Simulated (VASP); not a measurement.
# H4CO in VASP: notebook, part 3 of 3

VASP 6.6.1. Earlier steps stand in the parts before.

**4. Single point, PBE+D3(BJ)**

INCAR reads:

```
SYSTEM = H4CO
PREC = Accurate
ENCUT = 520
EDIFF = 1E-6
ISMEAR = -1
SIGMA = 0.05
LREAL = Auto
LASPH = .TRUE.
NELM = 120
ALGO = Normal
ISIF = 2
LWAVE = .FALSE.
LCHARG = .TRUE.
GGA = PE
IVDW = 12
LELF = .TRUE.
LVHAR = .TRUE.
NBANDS = 66
GGA_COMPAT = .FALSE.
```

KPOINTS reads:

```
Automatic mesh
0
G
  1 1 1
  0 0 0
```

POSCAR reads:

```
H4CO
1.0
    7.1256230000      0.0000000000      0.0000000000
    0.0000000000      7.1256230000      0.0000000000
    0.0000000000      0.0000000000      7.1256230000
C O H
6 6 24
Direct
    0.9053664501      0.1736830590      0.2628682432
    0.3416683706     -0.1208034722      0.3147935275
    0.5942217263      0.7310097657      0.6846559241
    0.0723585853      0.4932621330      0.5925797646
   -0.0364599699      0.9703853263      0.8195914940
    0.1783142330      0.4388949570      0.0534128735
    0.8046313985     -0.0058661537      0.2845645918
    0.4280467827      0.0374002385      0.2312639891
    0.6350041253      0.5391528572      0.6045646816
    0.2350390976      0.4243558774      0.5182985404
   -0.0001964740      1.1173198470      0.7031946540
    0.2663486407      0.3013911906     -0.0606824133
    0.8626333445      0.2365266869      0.4056768089
    0.8131359181     -0.0868695972      0.1776546416
    1.0496626049      0.1424577191      0.2630226157
    0.8436595649      0.2607210626      0.1538532140
    0.2696746656     -0.1147268106      0.4475819167
    0.5621683886      0.0136409125      0.2424209083
    0.2364845853     -0.1722937068      0.2232506547
    0.4524516663     -0.2362179419      0.3361109618
    0.6710851809      0.7408334682      0.8209668123
    0.7795107880      0.5373284554      0.6237910706
    0.6437191527      0.8447963076      0.5889449947
    0.4404527155      0.7328482015      0.7039524825
    0.0027225690      0.3821560585      0.6811053574
    0.3609087935      0.4469363591      0.5894642475
    0.1031769433      0.6185143390      0.6743129688
    0.0059363230      0.5469135822      0.4760846876
    0.0070590319      0.8430280412      0.7550638028
    0.1280730120      1.1684030996      0.7388967954
    0.0491044783      0.9863698936      0.9440297361
   -0.1809806665      0.9629614140      0.8432245152
    0.0313376108      0.4375477064      0.0170792084
    0.3287572188      0.2283870477      0.0306639855
    0.2004035296      0.4001755355      0.1962775746
    0.2496623804      0.5710097208      0.0090658740
```

Potentials or basis: VASP PAW PBE potentials, release 64 (C, O, H).

On the command line:

```bash
> cat potpaw_PBE.64/C/POTCAR potpaw_PBE.64/O/POTCAR potpaw_PBE.64/H/POTCAR > POTCAR
> mpirun -np 1 vasp_gam > vasp.out
```

OUTCAR:

```text
SYSTEM = H4CO
   PREC = Accurate
   ENCUT = 520
   EDIFF = 1E-6
   ISMEAR = -1
   LREAL = Auto
   LASPH = .TRUE.
   NELM = 120
   ISIF = 2
   GGA = PE
   IVDW = 12
 IVDW          = 12

 ion  position               nearest neighbor table
   1  0.905  0.174  0.263-  15 1.05  16 1.09  13 1.15   7 1.48
   2  0.342  0.879  0.315-  19 1.06  17 1.08  20 1.15   8 1.42
   3  0.594  0.731  0.685-  24 1.10  23 1.12  21 1.12   9 1.51
   4  0.072  0.493  0.593-  28 1.03  27 1.09  25 1.13  10 1.37
   5  0.964  0.970  0.820-  32 1.04  29 1.06  31 1.08  11 1.36
   6  0.178  0.439  0.053-  35 1.07  33 1.08  36 1.12  12 1.42
   7  0.805  0.994  0.285-  14 0.96   1 1.48
   8  0.428  0.037  0.231-  18 0.97   2 1.42
   9  0.635  0.539  0.605-  22 1.04   3 1.51
  10  0.235  0.424  0.518-  26 1.04   4 1.37
  11  1.000  0.117  0.703-  30 1.02   5 1.36
  12  0.266  0.301  0.939-  34 0.94   6 1.42
  13  0.863  0.237  0.406-   1 1.15
  14  0.813  0.913  0.178-   7 0.96
  15  0.050  0.142  0.263-   1 1.05
  16  0.844  0.261  0.154-   1 1.09
  17  0.270  0.885  0.448-   2 1.08
[... 17 lines left out ...]
  35  0.200  0.400  0.196-   6 1.07
  36  0.250  0.571  0.009-   6 1.12

  LATTYP: Found a simple cubic cell.
 ALAT       =     7.1256230000

  Lattice vectors:

 A1 = (   7.1256230000,   0.0000000000,   0.0000000000)
 A2 = (   0.0000000000,   7.1256230000,   0.0000000000)
 A3 = (   0.0000000000,   0.0000000000,   7.1256230000)

Analysis of symmetry for initial positions (statically):
=====================================================================
 Subroutine PRICEL returns:
 Original cell was already a primitive cell.

 Routine SETGRP: Setting up the symmetry group for a
 simple cubic supercell.

 Subroutine GETGRP returns: Found  1 space group operations
 (whereof  1 operations were pure point group operations)
 out of a pool of 48 trial point group operations.

The static configuration has the point symmetry C_1 .

Analysis of symmetry for dynamics (positions and initial velocities):
=====================================================================
 Subroutine PRICEL returns:
 Original cell was already a primitive cell.

 Routine SETGRP: Setting up the symmetry group for a
 simple cubic supercell.

 Subroutine GETGRP returns: Found  1 space group operations
 (whereof  1 operations were pure point group operations)
 out of a pool of 48 trial point group operations.

The dynamic configuration has the point symmetry C_1 .

 Subroutine INISYM returns: Found  1 space group operations
 (whereof  1 operations are pure point group operations),
 and found     1 'primitive' translations

----------------------------------------------------------------------------------------

                                     Primitive cell

  volume of cell :     361.8000

  direct lattice vectors                    reciprocal lattice vectors
     7.125623000  0.000000000  0.000000000     0.140338606  0.000000000  0.000000000
     0.000000000  7.125623000  0.000000000     0.000000000  0.140338606  0.000000000
     0.000000000  0.000000000  7.125623000     0.000000000  0.000000000  0.140338606

  length of vectors
     7.125623000  7.125623000  7.125623000     0.140338606  0.140338606  0.140338606
[... 98 lines left out ...]

 Subroutine IBZKPT returns following result:
 ===========================================

 Found      1 irreducible k-points:

 Following reciprocal coordinates:
            Coordinates               Weight
  0.000000  0.000000  0.000000      1.000000
   k-points           NKPTS =      1   k-points in BZ     NKDIM =      1   number of bands    NBANDS=     66
   number of dos      NEDOS =    301   number of ions     NIONS =     36
   total plane-waves  NPLWV = 157464
   dimension x,y,z NGX =    54 NGY =   54 NGZ =   54
   dimension x,y,z NGXF=   108 NGYF=  108 NGZF=  108
   ions per type =               6   6  24
   NGX,Y,Z   is equivalent  to a cutoff of  12.60, 12.60, 12.60 a.u.
   NGXF,Y,Z  is equivalent  to a cutoff of  25.20, 25.20, 25.20 a.u.
 SYSTEM =  H4CO
   PREC   = accura    normal or accurate (medium, high low for compatibility)
   ISTART =      0    job   : 0-new  1-cont  2-samecut
   ICHARG =      2    charge: 1-file 2-atom 10-const
   ISPIN  =      1    spin polarized calculation?
   LNONCOLLINEAR =      F non collinear calculations
   LSORBIT =      F    spin-orbit coupling
   LASPH  =      T    aspherical Exc in radial PAW
   ENCUT  =  520.0 eV  38.22 Ry    6.18 a.u.  13.25 13.25 13.25*2*pi/ulx,y,z
   NELM   =    120;   NELMIN=  2; NELMDL= -5     # of ELM steps
   EDIFF  = 0.1E-05   stopping-criterion for ELM
   LREAL  =      T    real-space projection
   EDIFFG = 0.1E-04   stopping-criterion for IOM
   NSW    =      0    number of steps for IOM
   IBRION =     -1    ionic relax: 0-MD 1-quasi-New 2-CG
   NFREE  =      0    steps in history (QN), initial steepest desc. (CG)
   ISIF   =      2    stress and relaxation
   ISYM   =      2    0-nonsym 1-usesym 2-fastsym
   POTIM  = 0.5000    time-step for ionic-motion
   TEBEG  =    0.0;   TEEND  =   0.0 temperature during run
   PSTRESS=    0.0 pullay stress
   NELECT =      84.0000    total number of electrons
   NUPDOWN=      -1.0000    fix difference up-down
   EMIN   =  10.00;   EMAX   =-10.00  energy-range for DOS
   EFERMI =   0.00;   METHOD = LEGACY
   ISMEAR =    -1;   SIGMA  =   0.05  broadening in eV -4-tet -1-fermi 0-gaus
   EFERMI_NEDOS =   21; number of points for ismear=-14 and -15
   IALGO  =     38    algorithm
   IMIX   =      4    mixing-type and parameters
     AMIX     =   0.40;   BMIX     =  1.00
     AMIX_MAG =   1.60;   BMIX_MAG =  1.00
  volume/ion in A,a.u.               =      10.05        67.82
  Fermi-wavevector in a.u.,A,eV,Ry     =   1.006186  1.901416 13.774687  1.012411
  Thomas-Fermi vector in A             =   2.138913
   LORBIT       =      0    0 simple, 1 ext, 2 COOP (PROOUT), +10 PAW based schemes
   GGA     = PE    functional components
   LHFCALC =     F    Hartree Fock is set to
   AEXX    =    0.0000 exact exchange contribution
   IVDW    =    12    specifies the selected vdW correction
   LEPSILON=     F    determine dielectric tensor
   LRPA    =     F    only Hartree local field effects (RPA)
 non-spin polarized calculation
  energy-cutoff  :      520.00
  volume of cell :      361.80
 maximum number of plane-waves:      4886
 NGX is ok and might be reduce to    54
   NGX = 27   NGY = 27   NGZ = 27

 number of electron      83.9999996 magnetization

 Free energy of the ion-electron system (eV)
  ---------------------------------------------------
  ext. energy  EPLUGINS =         0.00000000
  ---------------------------------------------------
  free energy    TOTEN  =      -180.27731558 eV

  energy without entropy =     -180.27731558  energy(sigma->0) =     -180.27731558

 E-fermi :  -1.2035     XC(G=0):  -6.7283

 val. band max:       -2.4854128250   @ k =   0.0000   0.0000   0.0000
 cond. band min:       2.0217020713   @ k =   0.0000   0.0000   0.0000
 fundamental gap:      4.5071148963
 Fermi energy:        -1.2035044813

 k-point     1 :       0.0000    0.0000    0.0000
  band No.  band energies     occupation
      1     -22.6077      2.00000
      2     -22.5134      2.00000
      3     -22.3423      2.00000
      4     -22.0152      2.00000
      5     -21.9956      2.00000
      6     -21.6239      2.00000
[... 46 lines left out ...]
     53       5.6454      0.00000
     54       5.7067      0.00000
 [bands above 54 left out]

------------------------ aborting loop because EDIFF is reached ----------------------------------------

 Edisp (eV)   -1.38838

 E8    (eV) :    -0.3033

  FORCE on cell =-STRESS in cart. coord.  units (eV):
  Direction    XX          YY          ZZ          XY          YZ          ZX
  --------------------------------------------------------------------------------------
  -------------------------------------------------------------------------------------
  Total       2.34148     6.25408     6.31062    -3.07156     1.22785    -1.32907
  in kB      10.36891    27.69527    27.94566   -13.60192     5.43737    -5.88560
  external pressure =       22.00 kB  Pullay stress =        0.00 kB

 VOLUME and BASIS-vectors are now :
 -----------------------------------------------------------------------------
  energy-cutoff  :      520.00
  volume of cell :      361.80
      direct lattice vectors                 reciprocal lattice vectors
     7.125623000  0.000000000  0.000000000     0.140338606  0.000000000  0.000000000
     0.000000000  7.125623000  0.000000000     0.000000000  0.140338606  0.000000000
     0.000000000  0.000000000  7.125623000     0.000000000  0.000000000  0.140338606

 POSITION                                       TOTAL-FORCE (eV/Angst)
 -----------------------------------------------------------------------------------
      6.45130      1.23760      1.87310        -2.948831     -0.529517      2.694275
      2.43460      6.26482      2.24310         1.800527     -1.822618     -0.127034
      4.23420      5.20890      4.87860         0.240302     -1.187948     -0.130686
      0.51560      3.51480      4.22250         0.911390      0.028945      2.880155
      6.86582      6.91460      5.84010         1.336312     -0.238301      0.622706
      1.27060      3.12740      0.38060         0.665859      0.941762     -1.519889
[... 28 lines left out ...]
      1.42800      2.85150      1.39860         0.105080      0.370679      1.189142
      1.77900      4.06880      0.06460        -0.652443      0.083542      0.749777
 -----------------------------------------------------------------------------------
    total drift:                               -0.013386      0.003153     -0.001410

  FREE ENERGIE OF THE ION-ELECTRON SYSTEM (eV)
  ---------------------------------------------------
  free  energy   TOTEN  =      -181.6656963387 eV

  energy  without entropy=     -181.6656963387  energy(sigma->0) =     -181.66569634
```

It took 58 s on 1 thread of Intel Xeon Platinum 8259CL at 2.50GHz (Skylake/Cascade Lake), shared host; peak memory 0.36 GiB.

What came out:

```
Free energy                : -181.6657 eV
Pressure                   : 2.2 GPa
Largest force              : 4.519 eV/Å
Band gap on the k mesh     : 4.51 eV
Dispersion energy per atom : -0.039 eV
```

Forces on the atoms (eV/Å):
```
C   -2.949 -0.530  2.694
C    1.801 -1.823 -0.127
C    0.240 -1.188 -0.131
C    0.911  0.029  2.880
C    1.336 -0.238  0.623
C    0.666  0.942 -1.520
O   -0.462  0.349  0.371
O   -0.863  0.505  0.175
O    2.065  1.633  0.802
O    4.377 -1.049 -0.404
O    1.716  2.067 -1.091
O   -0.263 -0.206 -1.232
H    0.856 -0.193 -1.454
H    0.585 -0.204 -0.854
H    1.557  0.120 -0.345
H    0.242 -0.068 -0.478
H   -0.081  1.164  0.990
H    0.829  0.480  0.289
H   -0.910 -0.659 -1.119
H   -1.037  0.719 -0.346
H   -0.661  0.015 -0.404
H   -2.293 -0.686 -0.628
H   -0.269 -0.428  0.284
H    0.351  0.301  0.084
H   -0.373  1.046 -0.591
H   -2.183 -0.379 -0.840
H   -0.128  0.348  0.777
H   -2.278  0.634 -2.002
H    0.281 -1.467 -0.534
H   -1.185 -0.361 -0.338
H   -0.069 -0.155  1.009
H   -1.781 -0.014  0.725
H   -0.694  0.480  0.010
H    1.213 -1.636  0.784
H    0.105  0.371  1.189
H   -0.652  0.084  0.750
```

Caveat: the k points lie up to 0.88 Å⁻¹ apart; the atoms stand as in a frame of molecular dynamics.

**5. Overview**

| cell | gap on the mesh (eV) | pressure (GPa) | largest force (eV/Å) |
| --- | --- | --- | --- |
| as given, atomic positions A | 4.31 | 2.6 | 4.10 |
| as given, atomic positions B | 4.49 | 0.7 | 3.19 |
| as given, atomic positions C | 4.51 | 2.2 | 4.52 |

Alike in all rows: task single point; level PBE+D3(BJ); potentials or basis VASP PAW PBE potentials, release 64 (C, O, H); no spin polarisation; k mesh 1 × 1 × 1; cutoff (eV) 520; smearing fermi-dirac 0.05 eV.

Caveats: all runs use coarse meshes; the atoms stand as in a frame of molecular dynamics.

Total energies depend on the potentials used, so only differences within one code and one set of settings carry meaning.
